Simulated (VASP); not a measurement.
# Rh (P6_3/mmc) in VASP: further runs, part 2 of 2

VASP 6.6.1.

**4. Single point, PBEsol**

This run uses another cell than the first one, of 15.45 Å³/atom, 1.080 times its volume.

INCAR

```
SYSTEM = Rh
ALGO = Normal
EDIFF = 1E-7
ENCUT = 520
GGA = PS
ISIF = 2
ISMEAR = -1
LASPH = .TRUE.
LCHARG = .FALSE.
LREAL = .FALSE.
LWAVE = .FALSE.
NBANDS = 22
NELM = 100
PREC = Accurate
SIGMA = 0.1
```

KPOINTS

```
k-points
0
G
  12 12 7
  0 0 0
```

POSCAR

```
Rh
1.0
    2.8019450405      0.0000000000      0.0000000000
   -1.4009730333      2.4265553889      0.0000000000
    0.0000000000      0.0000000000      4.5435658021
Rh
2
Direct
    0.6666666667      0.3333333333      0.7500000000
    0.3333333333      0.6666666667      0.2500000000
```

Potentials or basis: VASP PAW PBE potentials, release 64 (Rh_pv).

Started as:

```console
$ cat potpaw_PBE.64/Rh_pv/POTCAR > POTCAR
$ mpirun -np 1 vasp_std > vasp.out
```

OUTCAR:

```text
SYSTEM = Rh
   EDIFF = 1E-7
   ENCUT = 520
   GGA = PS
   ISIF = 2
   ISMEAR = -1
   LASPH = .TRUE.
   LREAL = .FALSE.
   NELM = 100
   PREC = Accurate

 ion  position               nearest neighbor table
   1  0.667  0.333  0.750-   2 2.79   2 2.79   2 2.79   2 2.79   2 2.79   2 2.79
   2  0.333  0.667  0.250-   1 2.79   1 2.79   1 2.79   1 2.79   1 2.79   1 2.79

  LATTYP: Found a hexagonal cell.
 ALAT       =     2.8019450405
 C/A-ratio  =     1.6215756328

  Lattice vectors:

 A1 = (   2.8019450405,   0.0000000000,   0.0000000000)
 A2 = (  -1.4009730333,   2.4265553889,   0.0000000000)
 A3 = (   0.0000000000,   0.0000000000,   4.5435658021)

Analysis of symmetry for initial positions (statically):
=====================================================================
 Subroutine PRICEL returns:
 Original cell was already a primitive cell.

 Routine SETGRP: Setting up the symmetry group for a
 hexagonal supercell.

 Subroutine GETGRP returns: Found 24 space group operations
 (whereof 12 operations were pure point group operations)
 out of a pool of 24 trial point group operations.

The static configuration has the point symmetry D_3d.
[... 160 lines left out ...]

  energy without entropy =      -15.76033403  energy(sigma->0) =      -15.82559362

 E-fermi :   9.8095     XC(G=0): -13.4788

 val. band max:        9.7936883947   @ k =   0.3333   0.3333   0.1429
 cond. band min:       9.8125770150   @ k =   0.1667   0.1667   0.4286
 fundamental gap:      0.0188886203
 Fermi energy:         9.8095361955

 k-point     1 :       0.0000    0.0000    0.0000
  band No.  band energies     occupation
      1     -36.8821      2.00000
      2     -36.4421      2.00000
      3     -36.4421      2.00000
      4     -36.3844      2.00000
      5     -36.3700      2.00000
      6     -36.3700      2.00000
[... 589 lines left out ...]
     21      24.2618      0.00000
     22      24.6124      0.00000

 [... further k-points ...]

------------------------ aborting loop because EDIFF is reached ----------------------------------------

  FORCE on cell =-STRESS in cart. coord.  units (eV):
  Direction    XX          YY          ZZ          XY          YZ          ZX
  --------------------------------------------------------------------------------------
  -------------------------------------------------------------------------------------
  Total       -5.0671385     -5.0671377     -5.3861026      0.0000011      0.0000000      0.0000000
  in kB     -262.8008208   -262.8007783   -279.3434914      0.0000556      0.0000000      0.0000000
  external PRESSURE =    -268.3150302 kB  Pullay stress =       0.0000000 kB

 VOLUME and BASIS-vectors are now :
 -----------------------------------------------------------------------------
  energy-cutoff  :      520.00
  volume of cell :       30.89
      direct lattice vectors                 reciprocal lattice vectors
     2.801945041  0.000000000  0.000000000     0.356894937  0.206053480  0.000000000
    -1.400973033  2.426555389  0.000000000     0.000000000  0.412106810  0.000000000
     0.000000000  0.000000000  4.543565802     0.000000000  0.000000000  0.220091453

 POSITION                                       TOTAL-FORCE (eV/Angst)
 -----------------------------------------------------------------------------------
      1.40097      0.80885      3.40767         0.000000      0.000000      0.000000
     -0.00000      1.61770      1.13589         0.000000     -0.000000      0.000000
 -----------------------------------------------------------------------------------
    total drift:                               -0.000000      0.000000     -0.000000

  FREE ENERGIE OF THE ION-ELECTRON SYSTEM (eV)
  ---------------------------------------------------
  free  energy   TOTEN  =       -15.8908532045 eV

  energy  without entropy=      -15.7603340324  energy(sigma->0) =      -15.82559362
```

OSZICAR:

```text
N       E                     dE             d eps       ncg     rms          rms(c)
DAV:   1     0.321468562028E+03    0.32147E+03   -0.19015E+04  3360   0.155E+03
DAV:   2    -0.101419577967E+02   -0.33161E+03   -0.32026E+03  3470   0.467E+02
DAV:   3    -0.171062757701E+02   -0.69643E+01   -0.69178E+01  3920   0.759E+01
DAV:   4    -0.171532674253E+02   -0.46992E-01   -0.46987E-01  3716   0.629E+00
DAV:   5    -0.171539875219E+02   -0.72010E-03   -0.72009E-03  4016   0.805E-01    0.120E+01
DAV:   6    -0.159190244602E+02    0.12350E+01   -0.32854E+00  3656   0.186E+01    0.322E+00
DAV:   7    -0.158981969892E+02    0.20827E-01   -0.26241E-02  3794   0.139E+00    0.177E+00
DAV:   8    -0.158910428267E+02    0.71542E-02   -0.60243E-03  3696   0.893E-01    0.194E-01
DAV:   9    -0.158908444183E+02    0.19841E-03   -0.19302E-04  3896   0.163E-01    0.214E-02
DAV:  10    -0.158908536331E+02   -0.92148E-05   -0.55174E-06  3788   0.241E-02    0.338E-03
DAV:  11    -0.158908533572E+02    0.27593E-06   -0.32161E-07  3912   0.513E-03    0.912E-04
DAV:  12    -0.158908531763E+02    0.18091E-06   -0.19246E-08  2080   0.146E-03    0.337E-04
DAV:  13    -0.158908532045E+02   -0.28271E-07   -0.20529E-09  1978   0.409E-04
   1 F= -.15890853E+02 E0= -.15825594E+02  d E =-.130519E+00
```

stdout:

```text
POSCAR found type information on POSCAR Rh
 POSCAR found :  1 types and       2 ions
 scaLAPACK will be used
 -----------------------------------------------------------------------------
|                                                                             |
|                                                                             |
|     You enforced a specific xc type in the INCAR file but a different       |
|     I HOPE YOU KNOW WHAT YOU ARE DOING!                                     |
|                                                                             |
 -----------------------------------------------------------------------------

 LDA part: xc-table for (Slater+PW92), standard interpolation
 POSCAR, INCAR and KPOINTS ok, starting setup
 FFT: planning ... GRIDC
 FFT: planning ... GRID_SOFT
 FFT: planning ... GRID
 WAVECAR not read
 entering main loop
```

Wall time 20 s (1 thread of Intel Xeon Platinum 8559C (Emerald Rapids), shared host); peak memory 0.17 GiB.

What came out:

| Item | Value |
| --- | --- |
| Free energy | -15.8909 eV |
| Pressure | -26.8 GPa |
| Band gap on the k mesh | zero (band 15 reaches 10.33 eV, above the bottom of band 16 at 8.33 eV) |

Stress tensor (GPa, compression positive):
```
-26.28   0.00   0.00
  0.00 -26.28   0.00
  0.00   0.00 -27.93
```

Caveat: the PAW data sets were made with another functional, which shifts forces and pressure a little.

**5. Single point, PBEsol**

This run uses another cell than the first one, of 16.02 Å³/atom, 1.120 times its volume.

INCAR

```
SYSTEM = Rh
PREC = Accurate
ENCUT = 520
EDIFF = 1E-6
ISMEAR = -1
SIGMA = 0.1
LREAL = .FALSE.
LASPH = .TRUE.
NELM = 80
ALGO = Normal
ISIF = 2
LWAVE = .FALSE.
LCHARG = .FALSE.
GGA = PS
NBANDS = 22
```

KPOINTS

```
regular mesh
0
G
  12 12 7
  0 0 0
```

POSCAR

```
Rh
1.0
    2.8361184700      0.0000000000      0.0000000000
   -1.4180597542      2.4561504446      0.0000000000
    0.0000000000      0.0000000000      4.5989806025
Rh
2
Direct
    0.6666666667      0.3333333333      0.7500000000
    0.3333333333      0.6666666667      0.2500000000
```

Started as:

```console
$ cat potpaw_PBE.64/Rh_pv/POTCAR > POTCAR
$ mpirun -np 1 vasp_std > vasp.out
```

Run time: 18 s. Hardware: 1 thread of Intel Xeon Platinum 8559C (Emerald Rapids), shared host; peak memory 0.18 GiB.

It converged, with:

```
Free energy            : -15.6837 eV
Pressure               : -31.2 GPa
Band gap on the k mesh : zero (band 15 reaches 9.71 eV, above the bottom of band 16 at 7.84 eV)
```

Stress tensor (GPa, compression positive):
```
-30.67   0.00   0.00
  0.00 -30.67   0.00
  0.00   0.00 -32.37
```

Levels at points of the mesh, in eV from the Fermi level:
| k point | band 11 | band 12 | band 13 | band 14 | band 15 | band 16 | band 17 | band 18 | band 19 | band 20 |
| --- | --- | --- | --- | --- | --- | --- | --- | --- | --- | --- |
| (0.00, 0.00, 0.00) | -2.37 | -1.97 | -1.97 | -1.48 | -1.48 | 0.13 | 0.13 | 0.84 | 7.16 | 15.75 |
| (0.50, 0.00, 0.00) | -2.14 | -1.78 | -1.70 | 0.35 | 0.49 | 0.58 | 2.60 | 4.39 | 9.21 | 9.64 |

Caveat: the PAW data sets were made with another functional, which shifts forces and pressure a little.

**6. Summary**

```csv
cell,gap on the mesh (eV),pressure (GPa)
"a = 2.731, b = 2.731, c = 4.428 Å, angles 90.0, 90.0, 120.0°, 2 atoms",none,-13.4
"a = 2.767, b = 2.767, c = 4.487 Å, angles 90.0, 90.0, 120.0°, 2 atoms",none,-21.0
"a = 2.802, b = 2.802, c = 4.544 Å, angles 90.0, 90.0, 120.0°, 2 atoms",none,-26.8
"a = 2.836, b = 2.836, c = 4.599 Å, angles 90.0, 90.0, 120.0°, 2 atoms",none,-31.2
```

Alike in all rows: task single point; level PBEsol; potentials or basis VASP PAW PBE potentials, release 64 (Rh_pv); no spin polarisation; k mesh 12 × 12 × 7; cutoff (eV) 520; smearing fermi-dirac 0.1 eV.

Caveats: the PAW data sets were made with another functional, which shifts forces and pressure a little.

Absolute energies hang on the potentials; compare differences alone.
